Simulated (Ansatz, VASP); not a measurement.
## Two plane-wave programs on NaCl

```xyz
2
Lattice="3.4844 0.0000 0.0000 0.0000 3.4844 0.0000 0.0000 0.0000 3.4844" Properties=species:S:1:pos:R:3 pbc="T T T"
Na    0.0000    0.0000    0.0000
Cl    1.7422    1.7422    1.7422
```

Alike in both runs: task single point; functional PBE; k mesh 12 × 12 × 12; occupations gaussian, width 0.05 eV; no spin polarisation.

|  | VASP | Ansatz |
| --- | --- | --- |
| version | VASP 6.6.1 | Ansatz 0.2.0 |
| potentials or method | VASP PAW PBE potentials, release 64 (Na_pv, Cl), cutoff 520 eV | scalar-relativistic, plane waves, PAW |
| valence electrons in the cell | 14 | 16 |

|  | VASP | Ansatz | Ansatz less VASP |
| --- | --- | --- | --- |
| gap on the k mesh at the Fermi level (eV) | 4.03 | 4.03 | 0.000 |
| least direct gap on the mesh (eV) | 4.53 | 4.53 | 0.000 |
| pressure (GPa) | 0.5 | 0.5 | +0.05 |

VASP's potentials hold 14 valence electrons a cell and Ansatz's 16, so a difference there can come from the potentials and not from the codes.
